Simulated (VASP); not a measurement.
Set up this calculation in VASP 6.6.1, as the native input.

- Task: relaxation of cell and atoms
- Functional: BLYP
- Potentials or basis: VASP PAW PBE potentials, release 64 (W_sv, Au)
- Cutoff: 600 eV
- k mesh: 8 × 8 × 8
- Occupations: fermi-dirac, width 0.05 eV
- Spin: no spin polarisation
- Dipole correction: no
- Further INCAR settings: ALGO = Normal; EDIFF = 1e-07; IBRION = 2; EDIFFG = -0.01; NSW = 60; ISIF = 3

The structure of WAu lies in POSCAR:

```
WAu
1.0
    0.0000000000      2.7479792600      2.7479792600
    2.7479792600      0.0000000000      2.7479792600
    2.7479792600      2.7479792600      0.0000000000
W Au
1 1
Direct
    0.0000000000      0.0000000000      0.0000000000
    0.7500000000      0.7500000000      0.7500000000
```

The input as run:

INCAR

```
SYSTEM = WAu
  AGGAC = 1.0
  AGGAX = 1.0
  ALDAC = 0.0
  ALDAX = 1.0
  ALGO = Normal
  EDIFF = 1E-7
  EDIFFG = -0.01
  ENCUT = 600
  GGA = B5
  IBRION = 2
  ISIF = 3
  ISMEAR = -1
  LASPH = .TRUE.
  LCHARG = .FALSE.
  LREAL = .FALSE.
  LWAVE = .FALSE.
  NELM = 60
  NSW = 60
  PREC = Accurate
  SIGMA = 0.05
```

KPOINTS

```
k-points
0
G
  8 8 8
  0 0 0
```

Potentials or basis: VASP PAW PBE potentials, release 64 (W_sv, Au).

Command:

```bash
$ cat potpaw_PBE.64/W_sv/POTCAR potpaw_PBE.64/Au/POTCAR > POTCAR
$ mpirun -np 1 vasp_std > vasp.out
```

It gave:

The relaxed volume is 25.98 Å³/atom. The relaxed cell is a = 4.188 Å, b = 4.188 Å, c = 4.188 Å, α = 60.00°, β = 60.00°, γ = 60.00°, the space group after relaxing (to 0.05 Å) is F-43m (No. 216) and the energy gained by relaxing is 557.8 meV/atom. The ionic steps are 5 and the pressure after relaxing is 0.0 GPa.

Caveat: the volume moved by over 15 % at a fixed basis, so the end points are rough; the PAW data sets were made with another functional, which shifts forces and pressure a little.

Run time: 2.7 min on 1 thread of Intel Xeon 6975P-C (shared host), peak memory 0.21 GiB.
